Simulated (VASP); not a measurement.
## Na4NO: single point with PBE

The system is Na4NO.

```
Na N O
1.0
     3.90462    0.00000    0.00000
     0.00000    3.90462    0.00000
     0.00000    0.00000    5.71382
Na N O
4 1 1
Cartesian
  0.0000 1.9523 1.4966
  1.9523 0.0000 4.2172
  0.0000 1.9523 4.2172
  1.9523 0.0000 1.4966
  0.0000 0.0000 0.0000
  1.9523 1.9523 2.8569
```

```yaml
Program: VASP 6.6.1
Task: single point
Functional: PBE
Potentials_or_basis: VASP PAW PBE potentials, release 64 (Na_pv, N, O)
Cutoff: 520 eV
k_mesh: 6 × 6 × 4
Occupations: methfessel-paxton, width 0.15 eV
Spin: no spin polarisation
```

The pressure is 3.5 GPa and the largest force is 0.068 eV/Å. The band gap on the k mesh is zero (an odd number of electrons rules out a gap without spin polarisation).

Forces on the atoms (eV/Å):
```
Na   0.000  0.000 -0.068
Na   0.000  0.000  0.068
Na   0.000  0.000  0.068
Na   0.000  0.000 -0.068
N    0.000  0.000  0.000
O    0.000  0.000  0.000
```

Stress tensor (GPa, compression positive):
```
3.41 0.00 0.00
0.00 3.41 0.00
0.00 0.00 3.69
```

Levels at points of the mesh, in eV from the Fermi level:
| k point | band 18 | band 19 | band 20 | band 21 | band 22 | band 23 |
| --- | --- | --- | --- | --- | --- | --- |
| (0.00, 0.00, 0.00) | -0.05 | 0.13 | 0.13 | 1.84 | 4.17 | 8.58 |
| (0.50, 0.00, 0.00) | -0.60 | -0.29 | 0.23 | 4.76 | 5.36 | 7.81 |
| (0.50, 0.50, 0.00) | -0.45 | -0.45 | -0.04 | 4.11 | 4.25 | 8.89 |
| (0.00, 0.00, 0.50) | -0.69 | 0.11 | 0.11 | 3.72 | 3.86 | 8.56 |
| (0.50, 0.00, 0.50) | -0.36 | -0.02 | 0.24 | 5.73 | 5.89 | 6.27 |
| (0.50, 0.50, 0.50) | -0.77 | -0.77 | -0.21 | 4.92 | 4.97 | 8.61 |

Run time: 62 s on 1 thread of Intel(R) Xeon(R) Platinum 8259CL CPU @ 2.50GHz (Skylake/Cascade Lake), on a shared host, peak memory 0.21 GiB.

Caveat: the cell stands under pressure; an odd number of electrons without spin polarisation forces a metal; a magnetic or distorted state may lie lower.
